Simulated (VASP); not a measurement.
The system is La2NbO5.

```
La Nb O
1.0
    -4.45000    4.45000    2.97500
     4.45000   -4.45000    2.97500
     4.45000    4.45000   -2.97500
La Nb O
4 2 10
Cartesian
  -0.8900 2.6700 2.9750
  2.6700 0.8900 2.9750
  1.7800 3.5600 0.0000
  5.3400 1.7800 0.0000
  0.0000 0.0000 1.2495
  0.0000 0.0000 4.7005
  2.6700 5.3400 -1.5470
  1.7800 -0.8900 1.4280
  3.5600 2.6700 -1.5470
  0.8900 1.7800 1.4280
  2.6700 5.3400 1.5470
  1.7800 -0.8900 4.5220
  3.5600 2.6700 1.5470
  0.8900 1.7800 4.5220
  4.4500 0.0000 1.4875
  0.0000 4.4500 1.4875
```

| Quantity | Value |
| --- | --- |
| Program | VASP 6.6.1 |
| Task | relaxation of cell and atoms |
| Functional | PBE |
| Potentials or basis | VASP PAW PBE potentials, release 64 (La, Nb_sv, O) |
| Cutoff | 600 eV |
| k mesh | 3 × 3 × 3 |
| Occupations | gaussian, width 0.15 eV |
| Spin | no spin polarisation |

At the start: pressure 5.0 GPa; volume 14.73 Å³/atom.

How do energy, volume and symmetry change on relaxing?

Over 13 steps the energy falls by 222.5 meV/atom and the volume is 15.76 Å³/atom (+7.0 %); space group I4/m (No. 87, to 0.1 Å) before and after.

Step by step:
```tsv
step	energy change (eV)	largest force (eV/Å)	pressure (GPa)	volume (Å³)
1	0.0000	3.4918	5.02	235.65
2	-2.4494	1.6710	3.69	251.55
3	-2.5648	1.0947	3.27	248.78
4	-2.8821	0.8665	-6.27	263.78
5	-2.9932	0.7096	-3.38	258.57
6	-3.2977	0.7635	-0.28	252.86
7	-3.3276	0.9595	1.20	250.32
8	-3.5299	0.1647	0.43	250.58
9	-3.5381	0.0469	0.28	250.64
10	-3.5552	0.1978	0.07	251.64
11	-3.5557	0.2308	0.03	251.84
12	-3.5586	0.1015	-0.63	252.38
13	-3.5597	0.0466	-0.41	252.20
```

Final structure:
```
CELL_PARAMETERS angstrom
-4.52496 4.52496 3.07931
4.52496 -4.52496 3.07931
4.52496 4.52496 -3.07931
ATOMIC_POSITIONS crystal
La 0.82564 0.38784 0.21349
La 0.61216 0.82564 0.43780
La 0.38784 0.17436 0.56220
La 0.17436 0.61216 0.78651
Nb 0.22860 0.22860 0.00000
Nb 0.77140 0.77140 0.00000
O 0.36512 0.08022 0.90403
O 0.17618 0.46109 0.09597
O 0.08022 0.17618 0.71510
O 0.46109 0.36512 0.28490
O 0.82382 0.53891 0.90403
O 0.63488 0.91978 0.09597
O 0.53891 0.63488 0.71510
O 0.91978 0.82382 0.28490
O 0.25000 0.75000 0.50000
O 0.75000 0.25000 0.50000
```

Caveat: the k points lie up to 0.41 Å⁻¹ apart in the final cell; the relaxation stopped at a loose force limit of 0.08 eV/Å, so its end isn't a converged minimum.
